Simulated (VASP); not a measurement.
A run of VASP 6.6.1 is set up as follows.

File INCAR:

```
PREC = Accurate
ENCUT = 520
EDIFF = 1E-6
ISMEAR = -1
SIGMA = 0.1
LREAL = F
LASPH = T
NELM = 100
ALGO = Normal
ISIF = 2
LWAVE = F
LCHARG = F
GGA = RP
NBANDS = 10
```

KPOINTS

```
regular mesh
0
Gamma
  11 11 11
```

File POSCAR:

```
Na
1.0
    0.0000000000      2.6290984034      2.6290984034
    2.6290984034      0.0000000000      2.6290984034
    2.6290984034      2.6290984034      0.0000000000
Na
1
Direct
    0.0000000000      0.0000000000      0.0000000000
```

Potentials or basis: VASP PAW PBE potentials, release 64 (Na_pv).

The run is started by

```sh
$ cat potpaw_PBE.64/Na_pv/POTCAR > POTCAR
$ mpirun -np 1 vasp_std > vasp.out
```

**Question.** Predict the pressure.

**Answer.** 0.7 GPa.

Caveat: the PAW data sets were made with another functional, which shifts forces and pressure a little.
